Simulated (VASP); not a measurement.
Runs of VASP 6.6.1 on Hf4N. The structure is that of space group Pm-3m (No. 221), or close to it. The cells are those of the table. The cell was built from a structure type or drawn by symmetry, and may not be a known phase.

| task | cell | k mesh | cutoff (eV) | smearing | gap on the mesh (eV) | pressure (GPa) | relaxed volume (Å³/atom) |
| --- | --- | --- | --- | --- | --- | --- | --- |
| single point | a = 4.511 Å, 5 atoms | 4 × 4 × 4 | 520 | gaussian 0.2 eV | none | -0.8 | - |
| relaxation of cell and atoms | relaxed from a = 4.494 Å, 5 atoms | 4 × 4 × 4 | 600 | gaussian 0.2 eV | none | 0.0 | 18.25 |
| relaxation of cell and atoms | relaxed from a = 4.511 Å, 5 atoms | 8 × 8 × 8 | 600 | gaussian 0.1 eV | none | 0.0 | (a) |
| single point | a = 4.512 Å, 5 atoms | 8 × 8 × 8 | 520 | gaussian 0.1 eV | none | -0.8 | - |

Alike in all rows: level PBE; potentials or basis VASP PAW PBE potentials, release 64 (Hf_pv, N); no spin polarisation.

Question: Estimate the missing entries.

Answer: (a) 18.27.

Caveats: spin-orbit coupling is left out, which moves the levels of the heavy elements.

A k mesh can miss the band edges, and the runs leave out spin-orbit coupling on Hf.

A gap of «none» marks levels without a gap at the run's occupations.
